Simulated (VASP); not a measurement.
# BP in VASP: further runs

BP is run at these levels: PBE; tasks: single point, relaxation of the atoms.

All numbers are computed with VASP 6.6.1; they aren't measurements. Logs are shortened: lines on timing, memory, paths and dates and some standing lists are left out, and cuts for length are marked.

## (1) The cell of the first run

The structure is tetragonal, space group I-4m2 (No. 119). Conventional cell: a = 3.209 Å, b = 3.209 Å, c = 4.674 Å, α = 90.00°, β = 90.00°, γ = 90.00°. Within 2.6 Å of B (site symmetry -4m2) lie 4 P at 1.98 Å. Within 2.6 Å of P (site symmetry -4m2) lie 4 B at 1.98 Å.

## (2) Single point, PBE (z stretched by +3 %, then relaxed in part)

INCAR reads:

```
SYSTEM = BP
  ALGO = Normal
  EDIFF = 1E-6
  ENCUT = 520
  GGA = PE
  ISIF = 2
  ISMEAR = -1
  LASPH = .TRUE.
  LCHARG = .TRUE.
  LELF = .TRUE.
  LREAL = .FALSE.
  LVHAR = .TRUE.
  LWAVE = .FALSE.
  NBANDS = 11
  NELM = 80
  PREC = Accurate
  SIGMA = 0.02
```

KPOINTS reads:

```
k-points
0
G
  16 16 16
  0 0 0
```

POSCAR reads:

```
BP
1.0
    0.0000000000      2.2690000000      2.3370700000
    2.2690000000      0.0000000000      2.3370700000
    2.2690000000      2.2690000000      0.0000000000
B P
1 1
Direct
    0.0000000000      0.0000000000      0.0000000000
    0.2500000000      0.2500000000      0.2500000000
```

Potentials or basis: VASP PAW PBE potentials, release 64 (B, P).

Launch:

```console
cat potpaw_PBE.64/B/POTCAR potpaw_PBE.64/P/POTCAR > POTCAR
mpirun -np 1 vasp_std > vasp.out
```

OUTCAR:

```text
SYSTEM = BP
   EDIFF = 1E-6
   ENCUT = 520
   GGA = PE
   ISIF = 2
   ISMEAR = -1
   LASPH = .TRUE.
   LREAL = .FALSE.
   NELM = 80
   PREC = Accurate

 ion  position               nearest neighbor table
   1  0.000  0.000  0.000-   2 1.98   2 1.98   2 1.98   2 1.98
   2  0.250  0.250  0.250-   1 1.98   1 1.98   1 1.98   1 1.98

  LATTYP: Found a body centered tetragonal cell.
 ALAT       =     3.2088505730
 C/A-ratio  =     1.4566399692

  Lattice vectors:

 A1 = (  -2.2690000000,   0.0000000000,   2.3370700000)
 A2 = (   2.2690000000,   0.0000000000,   2.3370700000)
 A3 = (   0.0000000000,   2.2690000000,  -2.3370700000)

Analysis of symmetry for initial positions (statically):
=====================================================================
 Subroutine PRICEL returns:
 Original cell was already a primitive cell.

 Routine SETGRP: Setting up the symmetry group for a
 body centered tetragonal supercell.

 Subroutine GETGRP returns: Found  8 space group operations
 (whereof  8 operations were pure point group operations)
 out of a pool of 16 trial point group operations.

The static configuration has the point symmetry D_2d.

Analysis of symmetry for dynamics (positions and initial velocities):
=====================================================================
 Subroutine PRICEL returns:
 Original cell was already a primitive cell.

 Routine SETGRP: Setting up the symmetry group for a
 body centered tetragonal supercell.

 Subroutine GETGRP returns: Found  8 space group operations
 (whereof  8 operations were pure point group operations)
 out of a pool of 16 trial point group operations.

The dynamic configuration has the point symmetry D_2d.

 Subroutine INISYM returns: Found  8 space group operations
 (whereof  8 operations are pure point group operations),
 and found     1 'primitive' translations

----------------------------------------------------------------------------------------

                                     Primitive cell

  volume of cell :      24.0642

  direct lattice vectors                    reciprocal lattice vectors
     0.000000000  2.269000000  2.337070000    -0.220361393  0.220361393  0.213943100
     2.269000000  0.000000000  2.337070000     0.220361393 -0.220361393  0.213943100
     2.269000000  2.269000000  0.000000000     0.220361393  0.220361393 -0.213943100

  length of vectors
     3.257338973  3.257338973  3.208850573     0.378007853  0.378007853  0.378007853

  position of ions in fractional coordinates (direct lattice)
     0.000000000  0.000000000  0.000000000
     0.250000000  0.250000000  0.250000000

  ion indices of the primitive-cell ions
   primitive index   ion index
                 1           1
                 2           2

----------------------------------------------------------------------------------------

 KPOINTS: k-points

Automatic generation of k-mesh.
 Grid dimensions read from file:
 generate k-points for:   16   16   16

 Generating k-lattice:

  Cartesian coordinates                     Fractional coordinates (reciprocal lattice)
    -0.013772587  0.013772587  0.013371444     0.062500000  0.000000000  0.000000000
     0.013772587 -0.013772587  0.013371444     0.000000000  0.062500000  0.000000000
     0.013772587  0.013772587 -0.013371444     0.000000000  0.000000000  0.062500000

  Length of vectors
     0.023625491  0.023625491  0.023625491

  Shift w.r.t. Gamma in fractional coordinates (k-lattice)
     0.000000000  0.000000000  0.000000000

 Subroutine IBZKPT returns following result:
 ===========================================

 Found    349 irreducible k-points:

 Following reciprocal coordinates:
            Coordinates               Weight
  0.000000  0.000000  0.000000      1.000000
  0.062500  0.000000  0.000000      8.000000
  0.125000  0.000000  0.000000      8.000000
  0.187500  0.000000  0.000000      8.000000
  0.250000  0.000000  0.000000      8.000000
  0.312500  0.000000  0.000000      8.000000
[... 16 lines left out ...]
 -0.125000  0.062500  0.000000      8.000000
 -0.062500  0.062500  0.000000      4.000000
 [... further k-points ...]
   k-points           NKPTS =    349   k-points in BZ     NKDIM =    349   number of bands    NBANDS=     11
   number of dos      NEDOS =    301   number of ions     NIONS =      2
   total plane-waves  NPLWV =  13824
   dimension x,y,z NGX =    24 NGY =   24 NGZ =   24
   dimension x,y,z NGXF=    48 NGYF=   48 NGZF=   48
   ions per type =               1   1
   NGX,Y,Z   is equivalent  to a cutoff of  12.25, 12.25, 12.43 a.u.
   NGXF,Y,Z  is equivalent  to a cutoff of  24.50, 24.50, 24.87 a.u.
 SYSTEM =  BP
   PREC   = accura    normal or accurate (medium, high low for compatibility)
   ISTART =      0    job   : 0-new  1-cont  2-samecut
   ICHARG =      2    charge: 1-file 2-atom 10-const
   ISPIN  =      1    spin polarized calculation?
   LNONCOLLINEAR =      F non collinear calculations
   LSORBIT =      F    spin-orbit coupling
   LASPH  =      T    aspherical Exc in radial PAW
   ENCUT  =  520.0 eV  38.22 Ry    6.18 a.u.   6.06  6.06  5.97*2*pi/ulx,y,z
   NELM   =     80;   NELMIN=  2; NELMDL= -5     # of ELM steps
   EDIFF  = 0.1E-05   stopping-criterion for ELM
   LREAL  =      F    real-space projection
   EDIFFG = 0.1E-04   stopping-criterion for IOM
   NSW    =      0    number of steps for IOM
   IBRION =     -1    ionic relax: 0-MD 1-quasi-New 2-CG
   NFREE  =      0    steps in history (QN), initial steepest desc. (CG)
   ISIF   =      2    stress and relaxation
   ISYM   =      2    0-nonsym 1-usesym 2-fastsym
   POTIM  = 0.5000    time-step for ionic-motion
   TEBEG  =    0.0;   TEEND  =   0.0 temperature during run
   PSTRESS=    0.0 pullay stress
   NELECT =       8.0000    total number of electrons
   NUPDOWN=      -1.0000    fix difference up-down
   EMIN   =  10.00;   EMAX   =-10.00  energy-range for DOS
   EFERMI =   0.00;   METHOD = LEGACY
   ISMEAR =    -1;   SIGMA  =   0.02  broadening in eV -4-tet -1-fermi 0-gaus
   EFERMI_NEDOS =   21; number of points for ismear=-14 and -15
   IALGO  =     38    algorithm
   IMIX   =      4    mixing-type and parameters
     AMIX     =   0.40;   BMIX     =  1.00
     AMIX_MAG =   1.60;   BMIX_MAG =  1.00
  volume/ion in A,a.u.               =      12.03        81.20
  Fermi-wavevector in a.u.,A,eV,Ry     =   1.134091  2.143121 17.499303  1.286163
  Thomas-Fermi vector in A             =   2.270795
   LORBIT       =      0    0 simple, 1 ext, 2 COOP (PROOUT), +10 PAW based schemes
   GGA     = PE    functional components
   LHFCALC =     F    Hartree Fock is set to
   AEXX    =    0.0000 exact exchange contribution
   IVDW    =     0    specifies the selected vdW correction
   LEPSILON=     F    determine dielectric tensor
   LRPA    =     F    only Hartree local field effects (RPA)
 non-spin polarized calculation
  energy-cutoff  :      520.00
  volume of cell :       24.06
 maximum number of plane-waves:       660
   NGX = 13   NGY = 13   NGZ = 11

 number of electron       7.9999999 magnetization

 Free energy of the ion-electron system (eV)
  ---------------------------------------------------
  ext. energy  EPLUGINS =         0.00000000
  ---------------------------------------------------
  free energy    TOTEN  =       -12.91295131 eV

  energy without entropy =      -12.91295131  energy(sigma->0) =      -12.91295131

 E-fermi :   7.5136     XC(G=0): -10.7815

 val. band max:        7.1865304236   @ k =   0.0000   0.0000   0.0000
 cond. band min:       8.2625684524   @ k =   0.4375   0.0000   0.4375
 fundamental gap:      1.0760380288
 Fermi energy:         7.5135612935

 k-point     1 :       0.0000    0.0000    0.0000
  band No.  band energies     occupation
      1      -8.1115      2.00000
      2       6.8915      2.00000
      3       7.1865      2.00000
      4       7.1865      2.00000
      5      10.3963      0.00000
      6      10.3963      0.00000
      7      10.5620      0.00000
      8      14.0006      0.00000
      9      18.4031      0.00000
     10      18.7374      0.00000
     11      19.5173      0.00000

 k-point     2 :       0.0625    0.0000    0.0000
  band No.  band energies     occupation
      1      -8.0427      2.00000
      2       6.4770      2.00000
      3       6.9031      2.00000
      4       7.0678      2.00000
      5      10.5676      0.00000
      6      10.5731      0.00000
      7      10.7727      0.00000
      8      14.2215      0.00000
      9      18.4328      0.00000
     10      18.6433      0.00000
     11      19.1649      0.00000

 k-point     3 :       0.1250    0.0000    0.0000
  band No.  band energies     occupation
      1      -7.8372      2.00000
      2       5.2575      2.00000
      3       6.5653      2.00000
      4       6.7843      2.00000
      5      10.8457      0.00000
      6      10.9855      0.00000
      7      11.1575      0.00000
      8      14.8370      0.00000
      9      17.9427      0.00000
     10      18.5413      0.00000
     11      19.2243      0.00000

 k-point     4 :       0.1875    0.0000    0.0000
  band No.  band energies     occupation
      1      -7.4984      2.00000
      2       3.8051      2.00000
      3       6.1968      2.00000
      4       6.4525      2.00000
      5      10.9343      0.00000
      6      11.4620      0.00000
      7      11.5499      0.00000
      8      15.6477      0.00000
      9      17.6835      0.00000
     10      18.1094      0.00000
     11      19.7742      0.00000

 k-point     5 :       0.2500    0.0000    0.0000
  band No.  band energies     occupation
      1      -7.0336      2.00000
      2       2.3318      2.00000
      3       5.8511      2.00000
      4       6.1434      2.00000
      5      10.8776      0.00000
      6      11.8167      0.00000
      7      11.8245      0.00000
      8      16.4102      0.00000
      9      17.8755      0.00000
     10      18.0951      0.00000
     11      19.9402      0.00000
[... 211 lines left out ...]
 k-point    21 :      -0.2500    0.0625    0.0000
  band No.  band energies     occupation
      1      -6.7809      2.00000
      2       1.8572      2.00000
      3       5.0821      2.00000
      4       6.2820      2.00000
      5      11.1226      0.00000
      6      11.7023      0.00000
      7      12.1962      0.00000
      8      16.1064      0.00000
      9      17.4681      0.00000
     10      19.2963      0.00000
     11      20.3238      0.00000

 k-point    22 :      -0.1875    0.0625    0.0000
  band No.  band energies     occupation
      1      -7.2868      2.00000
      2       3.3026      2.00000
      3       5.3802      2.00000
      4       6.6118      2.00000
      5      11.1438      0.00000
      6      11.3371      0.00000
      7      12.0587      0.00000
      8      15.5651      0.00000
      9      17.3589      0.00000
     10      18.8737      0.00000
     11      20.0709      0.00000

 k-point    23 :      -0.1250    0.0625    0.0000
  band No.  band energies     occupation
      1      -7.6713      2.00000
      2       4.7553      2.00000
      3       5.7519      2.00000
      4       6.9168      2.00000
      5      10.9010      0.00000
      6      11.0213      0.00000
      7      11.7281      0.00000
      8      15.0289      0.00000
      9      17.7128      0.00000
     10      18.6544      0.00000
     11      19.6279      0.00000

 k-point    24 :      -0.0625    0.0625    0.0000
  band No.  band energies     occupation
      1      -7.9248      2.00000
      2       6.0205      2.00000
      3       6.1992      2.00000
      4       7.1037      2.00000
      5      10.5844      0.00000
      6      10.7343      0.00000
      7      11.2944      0.00000
      8      14.5144      0.00000
      9      18.3874      0.00000
     10      18.6655      0.00000
     11      19.0106      0.00000

 [... further k-points ...]

------------------------ aborting loop because EDIFF is reached ----------------------------------------

  FORCE on cell =-STRESS in cart. coord.  units (eV):
  Direction    XX          YY          ZZ          XY          YZ          ZX
  --------------------------------------------------------------------------------------
  -------------------------------------------------------------------------------------
  Total       -0.1591521     -0.1591521     -1.3652917      0.0000000     -0.0000000      0.0000000
  in kB      -10.5962529    -10.5962529    -90.9003026      0.0000000     -0.0000000      0.0000000
  external PRESSURE =     -37.3642695 kB  Pullay stress =       0.0000000 kB

 VOLUME and BASIS-vectors are now :
 -----------------------------------------------------------------------------
  energy-cutoff  :      520.00
  volume of cell :       24.06
      direct lattice vectors                 reciprocal lattice vectors
     0.000000000  2.269000000  2.337070000    -0.220361393  0.220361393  0.213943100
     2.269000000  0.000000000  2.337070000     0.220361393 -0.220361393  0.213943100
     2.269000000  2.269000000  0.000000000     0.220361393  0.220361393 -0.213943100

 POSITION                                       TOTAL-FORCE (eV/Angst)
 -----------------------------------------------------------------------------------
      0.00000      0.00000      0.00000        -0.000000     -0.000000     -0.000000
      1.13450      1.13450      1.16854         0.000000      0.000000      0.000000
 -----------------------------------------------------------------------------------
    total drift:                                0.000000      0.000000      0.000000

  FREE ENERGIE OF THE ION-ELECTRON SYSTEM (eV)
  ---------------------------------------------------
  free  energy   TOTEN  =       -12.9129513057 eV

  energy  without entropy=      -12.9129513057  energy(sigma->0) =      -12.91295131
```

Run time: 27 s. Hardware: 1 thread of Intel Xeon Platinum 8559C (Emerald Rapids), shared host; peak memory 0.2 GiB.

Results:

```
Free energy            : -12.9130 eV
Pressure               : -3.7 GPa
Band gap on the k mesh : 1.08 eV, indirect (least direct gap 3.21 eV)
```

Stress tensor (GPa, compression positive):
```
-1.06  0.00  0.00
 0.00 -1.06  0.00
 0.00  0.00 -9.09
```

Caveat: the cell differs from its parent crystal (z stretched by +3 %, then relaxed in part). A k mesh can miss the band edges.

## (3) Relaxation of the atoms, PBE (volume scaled by 0.94)

INCAR reads:

```
SYSTEM = BP
PREC = Accurate
ENCUT = 520
EDIFF = 1E-7
ISMEAR = -1
SIGMA = 0.02
LREAL = .FALSE.
LASPH = .TRUE.
NELM = 60
ALGO = Normal
ISIF = 2
LWAVE = .FALSE.
LCHARG = .FALSE.
GGA = PE
IBRION = 2
NSW = 80
EDIFFG = -0.02
```

KPOINTS reads:

```
Automatic mesh
0
G
  16 16 16
  0 0 0
```

POSCAR reads:

```
BP
1.0
    0.0000000000      2.2226808807      2.2226808807
    2.2226808807      0.0000000000      2.2226808807
    2.2226808807      2.2226808807      0.0000000000
B P
1 1
Direct
    0.0000000000      0.0000000000      0.0000000000
    0.2500000000      0.2500000000      0.2500000000
```

Potentials or basis: VASP PAW PBE potentials, release 64 (B, P).

Launch:

```console
cat potpaw_PBE.64/B/POTCAR potpaw_PBE.64/P/POTCAR > POTCAR
mpirun -np 1 vasp_std > vasp.out
```

Run time: 11 s. Hardware: 1 thread of Intel Xeon Platinum 8559C (Emerald Rapids), shared host; peak memory 0.15 GiB.

Results (log left out):

* Free energy: -12.8744 eV
* Pressure after relaxing: 12.4 GPa
* Band gap on the k mesh: 1.15 eV, indirect (least direct gap 3.50 eV)

Final structure:
```yaml
crystal:
  lattice:
    - [0.00000, 2.22268, 2.22268]
    - [2.22268, 0.00000, 2.22268]
    - [2.22268, 2.22268, 0.00000]
  atoms:
    - { symbol: B, position: [0.00000, 0.00000, 0.00000] }
    - { symbol: P, position: [0.25000, 0.25000, 0.25000] }
```

Levels at points of the mesh, in eV from the valence-band top:
| k point | band 1 | band 2 | band 3 | band 4 | band 5 | band 6 | band 7 | band 8 |
| --- | --- | --- | --- | --- | --- | --- | --- | --- |
| (0.00, 0.00, 0.00) | -16.02 | 0.00 | 0.00 | 0.00 | 3.50 | 3.50 | 3.50 | 8.33 |
| (0.50, 0.00, 0.00) | -12.46 | -9.49 | -1.83 | -1.83 | 4.16 | 4.75 | 4.75 | 10.34 |
| (0.50, 0.50, 0.00) | -10.84 | -8.91 | -4.34 | -4.34 | 1.21 | 1.60 | 12.71 | 12.71 |

Caveat: the relaxation stopped at its first step, so nothing moved. A k mesh can miss the band edges.

(Part 1 of 2 ends here.)
